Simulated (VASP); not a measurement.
A run of VASP 6.6.1 is set up as follows.

The input INCAR:

```
SYSTEM = LiF
PREC = Accurate
ENCUT = 750
EDIFF = 1E-6
ISMEAR = 0
SIGMA = 0.02
LREAL = .False.
LASPH = .True.
NELM = 120
ALGO = Normal
ISIF = 2
LWAVE = .False.
LCHARG = .True.
GGA = CA
LELF = .True.
LVHAR = .True.
NBANDS = 12
GGA_COMPAT = .False.
```

File KPOINTS:

```
Automatic mesh
0
Gamma
  10 10 10
  0 0 0
```

The input POSCAR:

```
LiF
1.0
    0.0000000000      1.9536223519      1.9536223519
    1.9536223519      0.0000000000      1.9536223519
    1.9536223519      1.9536223519      0.0000000000
Li F
1 1
Direct
    0.0000000000      0.0000000000      0.0000000000
    0.5000000000      0.5000000000      0.5000000000
```

Potentials or basis: VASP PAW LDA potentials, release 64 (Li_sv, F).

Launch:

```console
$ cat potpaw_LDA.64/Li_sv/POTCAR potpaw_LDA.64/F/POTCAR > POTCAR
$ mpirun -np 1 vasp_std > vasp.out
```

**Question.** Estimate the band gap on the k mesh.

**Answer.** 9.69 eV, direct.

**Question.** Estimate the pressure.

**Answer.** -0.4 GPa.

A k mesh can miss the band edges.
